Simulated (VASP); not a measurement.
# Bi2Se3 (R-3m) in VASP: settings compared

The runs below take Bi2Se3 through single point, with b88 exchange, pbe correlation.

Everything below comes from runs of VASP 6.6.1. Logs are shortened: lines on timing, memory, paths and dates and some standing lists are left out, and cuts for length are marked.

## (1) The cell of the first run

Symmetry: R-3m, No. 166, trigonal system. The conventional cell has a = 4.058 Å, b = 4.058 Å, c = 28.051 Å, α = 90.00°, β = 90.00°, γ = 120.00°. Within 3.7 Å of Bi (site symmetry 3m) lie 6 Se at 2.79 to 3.01 Å. Se (site symmetry 3m) has 3 Bi at 2.79 Å and 3 Se at 3.45 Å within 3.7 Å. Se (site symmetry -3m) has 6 Bi at 3.01 Å and 12 Se at 4.06 to 4.14 Å within 4.2 Å.

## (2) Single point, b88 exchange, pbe correlation

INCAR

```
SYSTEM = Bi2Se3
PREC = Accurate
ENCUT = 500
EDIFF = 1E-6
ISMEAR = -1
SIGMA = 0.05
LREAL = .FALSE.
LASPH = .TRUE.
NELM = 120
ALGO = Normal
ISIF = 2
LWAVE = .FALSE.
LCHARG = .FALSE.
GGA = LIBXC
LIBXC1 = GGA_X_B88
LIBXC2 = GGA_C_PBE
NBANDS = 32
GGA_COMPAT = .FALSE.
```

KPOINTS

```
Automatic mesh
0
G
  8 8 8
  0 0 0
```

POSCAR

```
Bi2Se3
1.0
    2.0292126242      1.1715664548      9.3504759364
   -2.0292126242      1.1715664548      9.3504759364
    0.0000000000     -2.3431329097      9.3504759364
Bi Se
2 3
Direct
    0.5992000000      0.5992000000      0.5992000000
    0.4008000000      0.4008000000      0.4008000000
    0.7883000000      0.7883000000      0.7883000000
    0.2117000000      0.2117000000      0.2117000000
    0.0000000000      0.0000000000      0.0000000000
```

Potentials or basis: VASP PAW PBE potentials, release 64 (Bi_d, Se).

The run is started by

```console
$ cat potpaw_PBE.64/Bi_d/POTCAR potpaw_PBE.64/Se/POTCAR > POTCAR
$ mpirun -np 1 vasp_std > vasp.out
```

OUTCAR:

```text
SYSTEM = Bi2Se3
   PREC = Accurate
   ENCUT = 500
   EDIFF = 1E-6
   ISMEAR = -1
   LREAL = .FALSE.
   LASPH = .TRUE.
   NELM = 120
   ISIF = 2
   GGA = LIBXC

 ion  position               nearest neighbor table
   1  0.599  0.599  0.599-   4 2.79   4 2.79   4 2.79   5 3.01   5 3.01   5 3.01
   2  0.401  0.401  0.401-   3 2.79   3 2.79   3 2.79   5 3.01   5 3.01   5 3.01
   3  0.788  0.788  0.788-   2 2.79   2 2.79   2 2.79
   4  0.212  0.212  0.212-   1 2.79   1 2.79   1 2.79
   5  0.000  0.000  0.000-   1 3.01   1 3.01   2 3.01   2 3.01   1 3.01   2 3.01

  LATTYP: Found a trigonal (rhomboedric) cell.
 ALAT       =     9.6395887915
 COS(alpha) =     0.9113725833

  Lattice vectors:

 A1 = (   2.0292126242,   1.1715664548,   9.3504759364)
 A2 = (  -2.0292126242,   1.1715664548,   9.3504759364)
 A3 = (   0.0000000000,  -2.3431329097,   9.3504759364)

Analysis of symmetry for initial positions (statically):
=====================================================================
 Subroutine PRICEL returns:
 Original cell was already a primitive cell.

 Routine SETGRP: Setting up the symmetry group for a
 trigonal (rhombohedral) supercell.

 Subroutine GETGRP returns: Found 12 space group operations
 (whereof 12 operations were pure point group operations)
 out of a pool of 12 trial point group operations.

The static configuration has the point symmetry D_3d.

Analysis of symmetry for dynamics (positions and initial velocities):
=====================================================================
 Subroutine PRICEL returns:
 Original cell was already a primitive cell.

 Routine SETGRP: Setting up the symmetry group for a
 trigonal (rhombohedral) supercell.

 Subroutine GETGRP returns: Found 12 space group operations
 (whereof 12 operations were pure point group operations)
 out of a pool of 12 trial point group operations.

The dynamic configuration has the point symmetry D_3d.

 Subroutine INISYM returns: Found 12 space group operations
 (whereof 12 operations are pure point group operations),
 and found     1 'primitive' translations

----------------------------------------------------------------------------------------

                                     Primitive cell

  volume of cell :     133.3765

  direct lattice vectors                    reciprocal lattice vectors
[... 92 lines left out ...]
   NELM   =    120;   NELMIN=  2; NELMDL= -5     # of ELM steps
   EDIFF  = 0.1E-05   stopping-criterion for ELM
   LREAL  =      F    real-space projection
   EDIFFG = 0.1E-04   stopping-criterion for IOM
   NSW    =      0    number of steps for IOM
   IBRION =     -1    ionic relax: 0-MD 1-quasi-New 2-CG
   NFREE  =      0    steps in history (QN), initial steepest desc. (CG)
   ISIF   =      2    stress and relaxation
   ISYM   =      2    0-nonsym 1-usesym 2-fastsym
   POTIM  = 0.5000    time-step for ionic-motion
   TEBEG  =    0.0;   TEEND  =   0.0 temperature during run
   PSTRESS=    0.0 pullay stress
   NELECT =      48.0000    total number of electrons
   NUPDOWN=      -1.0000    fix difference up-down
   EMIN   =  10.00;   EMAX   =-10.00  energy-range for DOS
   EFERMI =   0.00;   METHOD = LEGACY
   ISMEAR =    -1;   SIGMA  =   0.05  broadening in eV -4-tet -1-fermi 0-gaus
   EFERMI_NEDOS =   21; number of points for ismear=-14 and -15
   IALGO  =     38    algorithm
   IMIX   =      4    mixing-type and parameters
     AMIX     =   0.40;   BMIX     =  1.00
     AMIX_MAG =   1.60;   BMIX_MAG =  1.00
  volume/ion in A,a.u.               =      26.68       180.01
  Fermi-wavevector in a.u.,A,eV,Ry     =   1.164471  2.200532 18.449408  1.355993
  Thomas-Fermi vector in A             =   2.301009
   LORBIT       =      0    0 simple, 1 ext, 2 COOP (PROOUT), +10 PAW based schemes
   GGA     = LIBXC    functional components
   LHFCALC =     F    Hartree Fock is set to
   AEXX    =    0.0000 exact exchange contribution
   IVDW    =     0    specifies the selected vdW correction
   LEPSILON=     F    determine dielectric tensor
   LRPA    =     F    only Hartree local field effects (RPA)
 non-spin polarized calculation
  energy-cutoff  :      500.00
  volume of cell :      133.38
 maximum number of plane-waves:      3424
   NGX = 35   NGY = 35   NGZ = 35

 number of electron      47.9999994 magnetization

 Free energy of the ion-electron system (eV)
  ---------------------------------------------------
  ext. energy  EPLUGINS =         0.00000000
  ---------------------------------------------------
  free energy    TOTEN  =       -19.20249649 eV

  energy without entropy =      -19.20221607  energy(sigma->0) =      -19.20235628

 E-fermi :   5.7884     XC(G=0):  -9.8137

 val. band max:        5.7089101542   @ k =   0.0000   0.0000   0.0000
 cond. band min:       5.8666226629   @ k =   0.0000   0.0000   0.0000
 fundamental gap:      0.1577125087
 Fermi energy:         5.7884211993

 k-point     1 :       0.0000    0.0000    0.0000
  band No.  band energies     occupation
      1     -17.5364      2.00000
      2     -17.5364      2.00000
      3     -17.5337      2.00000
      4     -17.5337      2.00000
      5     -17.5208      2.00000
      6     -17.5175      2.00000
[... 829 lines left out ...]
     31      10.2097      0.00000
     32      11.9209      0.00000

 [... further k-points ...]

------------------------ aborting loop because EDIFF is reached ----------------------------------------

  FORCE on cell =-STRESS in cart. coord.  units (eV):
  Direction    XX          YY          ZZ          XY          YZ          ZX
  --------------------------------------------------------------------------------------
  -------------------------------------------------------------------------------------
  Total        6.0047655      6.0047655      5.9260845      0.0000000     -0.0000000      0.0000000
  in kB       72.1318683     72.1318683     71.1867180      0.0000000     -0.0000000      0.0000000
  external PRESSURE =      71.8168182 kB  Pullay stress =       0.0000000 kB

 VOLUME and BASIS-vectors are now :
 -----------------------------------------------------------------------------
  energy-cutoff  :      500.00
  volume of cell :      133.38
      direct lattice vectors                 reciprocal lattice vectors
     2.029212624  1.171566455  9.350475936     0.246400990  0.142259678  0.035648809
    -2.029212624  1.171566455  9.350475936    -0.246400990  0.142259678  0.035648809
     0.000000000 -2.343132910  9.350475936     0.000000000 -0.284519356  0.035648809

 POSITION                                       TOTAL-FORCE (eV/Angst)
 -----------------------------------------------------------------------------------
      0.00000     -0.00000     16.80842         0.000000     -0.000000      0.369457
      0.00000     -0.00000     11.24301         0.000000      0.000000     -0.369457
      0.00000     -0.00000     22.11294         0.000000     -0.000000      0.687797
      0.00000     -0.00000      5.93849         0.000000      0.000000     -0.687797
      0.00000      0.00000      0.00000         0.000000      0.000000      0.000000
 -----------------------------------------------------------------------------------
    total drift:                                0.000000     -0.000000      0.000000

  FREE ENERGIE OF THE ION-ELECTRON SYSTEM (eV)
  ---------------------------------------------------
  free  energy   TOTEN  =       -19.2024964946 eV

  energy  without entropy=      -19.2022160738  energy(sigma->0) =      -19.20235628
```

Wall time 16 min (1 thread of Intel Xeon Platinum 8488C (Sapphire Rapids), shared host); peak memory 0.78 GiB.

What came out:

```
Free energy            : -19.2025 eV
Pressure               : 7.2 GPa
Largest force          : 0.688 eV/Å
Band gap on the k mesh : 0.16 eV
```

Forces on the atoms (eV/Å):
```
Bi   0.000  0.000  0.369
Bi   0.000  0.000 -0.369
Se   0.000  0.000  0.688
Se   0.000  0.000 -0.688
Se   0.000  0.000  0.000
```

Stress tensor (GPa, compression positive):
```
7.21 0.00 0.00
0.00 7.21 0.00
0.00 0.00 7.12
```

Caveat: the cell stands under pressure; the PAW data sets were made with another functional, which shifts forces and pressure a little; spin-orbit coupling is left out, which moves the levels of the heavy elements. A k mesh can miss the band edges.

## (3) Single point, b88 exchange, pbe correlation

This run uses another cell than the first one, of 27.24 Å³/atom.

INCAR

```
PREC = Accurate
ENCUT = 500
EDIFF = 1E-6
ISMEAR = -1
SIGMA = 0.05
LREAL = F
LASPH = T
NELM = 120
ALGO = Normal
ISIF = 2
LWAVE = F
LCHARG = T
GGA = LIBXC
LIBXC1 = GGA_X_B88
LIBXC2 = GGA_C_PBE
LELF = T
LVHAR = T
NBANDS = 32
GGA_COMPAT = F
```

KPOINTS

```
Automatic mesh
0
Gamma
  8 8 8
```

Edit POSCAR of step 2 so:

```diff
@@ -2,5 +2,5 @@
 1.0
-    2.0292126242      1.1715664548      9.3504759364
-   -2.0292126242      1.1715664548      9.3504759364
-    0.0000000000     -2.3431329097      9.3504759364
+    2.0435033248      1.1798171946      9.4163265280
+   -2.0435033248      1.1798171946      9.4163265280
+    0.0000000000     -2.3596343894      9.4163265280
 Bi Se
```

Potentials or basis: VASP PAW PBE potentials, release 64 (Bi_d, Se).

The run is started by

```console
$ cat potpaw_PBE.64/Bi_d/POTCAR potpaw_PBE.64/Se/POTCAR > POTCAR
$ mpirun -np 1 vasp_std > vasp.out
```

Wall time 15 min (1 thread of Intel Xeon Platinum 8488C (Sapphire Rapids), shared host); peak memory 0.82 GiB.

It converged, with:

| Property | Result |
| --- | --- |
| Free energy | -19.3144 eV |
| Pressure | 5.4 GPa |
| Largest force | 0.498 eV/Å |
| Band gap on the k mesh | 0.18 eV |

Forces on the atoms (eV/Å):
```
Bi   0.000  0.000  0.297
Bi   0.000  0.000 -0.297
Se   0.000  0.000  0.498
Se   0.000  0.000 -0.498
Se   0.000  0.000  0.000
```

Levels at points of the mesh, in eV from the valence-band top:
```tsv
k point	band 22	band 23	band 24	band 25	band 26	band 27
(0.00, 0.00, 0.00)	-1.34	-1.34	0.00	0.18	1.34	1.34
(0.50, 0.00, 0.00)	-2.32	-1.37	-0.59	0.79	1.90	2.93
(0.50, 0.50, 0.00)	-2.00	-1.80	-1.07	1.29	1.91	2.62
(0.50, 0.50, 0.50)	-1.52	-1.52	-0.47	0.58	1.67	1.67
```

Caveat: the cell stands under pressure; the PAW data sets were made with another functional, which shifts forces and pressure a little; spin-orbit coupling is left out, which moves the levels of the heavy elements. A k mesh can miss the band edges.
